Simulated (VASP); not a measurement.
Here is a VASP 6.6.1 calculation.

Contents of INCAR:

```
SYSTEM = SiC
ALGO     = Normal         ! electronic algorithm
EDIFF    = 1E-7           ! SCF threshold, eV
ENCUT    = 520            ! plane-wave cutoff, eV
GGA      = PE             ! functional
ISIF     = 2              ! what is computed and relaxed
ISMEAR   = 0              ! smearing method
LASPH    = .True.         ! aspherical terms in the spheres
LCHARG   = .True.         ! write CHGCAR
LELF     = .True.         ! ELF
LREAL    = .False.        ! projectors in reciprocal space
LVHAR    = .True.       
LWAVE    = .False.        ! write WAVECAR
NBANDS   = 36             ! bands
NELM     = 100            ! most SCF steps
PREC     = Accurate       ! precision mode
SIGMA    = 0.05           ! smearing width, eV
```

File KPOINTS:

```
k-points
0
Gamma
  6 9 3
  0 0 0
```

File POSCAR:

```
SiC
1.0
    4.3480000000      0.0000000000      0.0000000000
    0.0000000000      2.1740000000     -2.1740000000
    0.0000000000     10.7646406871     10.7646406871
Si C
6 6
Direct
    0.0000000000      0.0000000000      0.5553730472
    0.5000000000      0.5000000000      0.0504792789
    0.0000000000      0.0000000000      0.1514580326
    0.5000000000      0.5000000000      0.2524367862
    0.0000000000      0.0000000000      0.3534155399
    0.5000000000      0.5000000000      0.4543942935
    0.7500000000      0.0000000000      0.2524367862
    0.2500000000      0.5000000000      0.3534155399
    0.7500000000      0.0000000000      0.4543942935
    0.2500000000      0.5000000000      0.5553730472
    0.7500000000      0.0000000000      0.0504792789
    0.2500000000      0.5000000000      0.1514580326
```

Potentials or basis: VASP PAW PBE potentials, release 64 (Si, C).

The run is started by

```bash
$ cat potpaw_PBE.64/Si/POTCAR potpaw_PBE.64/C/POTCAR > POTCAR
$ mpirun -np 1 vasp_std > vasp.out
```

(1) What does it give for the largest force?

(2) What does it give for the pressure?

(3) Estimate the band gap on the k mesh.

Answers

(1) 3.233 eV/Å.

(2) -1.1 GPa.

(3) 0.36 eV (least direct gap 0.50 eV).

Caveat: the cell differs from its parent crystal (the distance across one plane changed); semilocal functionals underestimate gaps, and a narrow one can read as zero; forces of over 1 eV/Å act on the atoms, so gaps and moduli don't describe the material at rest.
